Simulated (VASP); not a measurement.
## Nb: single point with LDA

The system is Nb.

```
CELL_PARAMETERS angstrom
-1.68585 1.68585 1.68585
1.68585 -1.68585 1.68585
1.68585 1.68585 -1.68585
ATOMIC_POSITIONS crystal
Nb 0.00000 0.00000 0.00000
```

This cell differs from its parent crystal: volume scaled by 1.04.

```
Program                : VASP 6.6.1
Task                   : single point
Functional             : LDA
Potentials or basis    : VASP PAW LDA potentials, release 64 (Nb_sv)
Cutoff                 : 500 eV
k mesh                 : 11 × 11 × 11
Occupations            : fermi-dirac, width 0.05 eV
Spin                   : no spin polarisation
Dipole correction      : no
Further INCAR settings : ALGO = Normal; EDIFF = 1e-06; NBANDS = 12
```

* Pressure: -17.1 GPa

Levels at points of the mesh, in eV from the Fermi level:
| k point | band 2 | band 3 | band 4 | band 5 | band 6 | band 7 | band 8 | band 9 | band 10 | band 11 |
| --- | --- | --- | --- | --- | --- | --- | --- | --- | --- | --- |
| (0.00, 0.00, 0.00) | -29.69 | -29.69 | -29.69 | -5.76 | 0.38 | 0.38 | 0.38 | 3.08 | 3.08 | 14.11 |

It took 16 s on 1 thread of Intel Xeon 8259CL, with other jobs on the host, peak memory 0.13 GiB.
